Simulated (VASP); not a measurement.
A run of VASP 6.6.1 is set up as follows.

File INCAR:

```
SYSTEM = Al2O3
PREC = Accurate
ENCUT = 520
EDIFF = 1E-7
ISMEAR = 0
SIGMA = 0.05
LREAL = .False.
LASPH = .True.
NELM = 60
ALGO = Normal
ISIF = 2
LWAVE = .False.
LCHARG = .False.
GGA = PS
NBANDS = 20
```

Contents of KPOINTS:

```
regular mesh
0
Gamma
  12 12 4
  0 0 0
```

The input POSCAR:

```
Al2O3
1.0
    2.7760839405      0.0000000000      0.0000000000
   -1.3880419702      2.4041592155      0.0000000000
    0.0000000000      0.0000000000      7.2716505621
Al O
2 3
Direct
    0.0000000000      0.0000000000      0.2779510000
    0.0000000000      0.0000000000      0.7220490000
    0.3333333333      0.6666666667      0.1994540000
    0.6666666667      0.3333333333      0.8005460000
    0.0000000000      0.0000000000      0.5000000000
```

Potentials or basis: VASP PAW PBE potentials, release 64 (Al, O).

Command:

```sh
$ cat potpaw_PBE.64/Al/POTCAR potpaw_PBE.64/O/POTCAR > POTCAR
$ mpirun -np 1 vasp_std > vasp.out
```

Task: Estimate the largest force.

Result: 2.218 eV/Å.

Task: Estimate the band gap on the k mesh.

Result: 3.25 eV, direct.

Task: Estimate the pressure.

Result: 44.7 GPa.

Forces in eV/Å, atoms in the order of the input:
```
Al   0.000  0.000  0.107
Al   0.000  0.000 -0.107
O    0.000  0.000 -2.218
O    0.000  0.000  2.218
O    0.000  0.000  0.000
```

Caveat: the cell differs from its parent crystal (strain -0.080 along x and y, -0.040 along z); the PAW data sets were made with another functional, which shifts forces and pressure a little. A k mesh can miss the band edges.
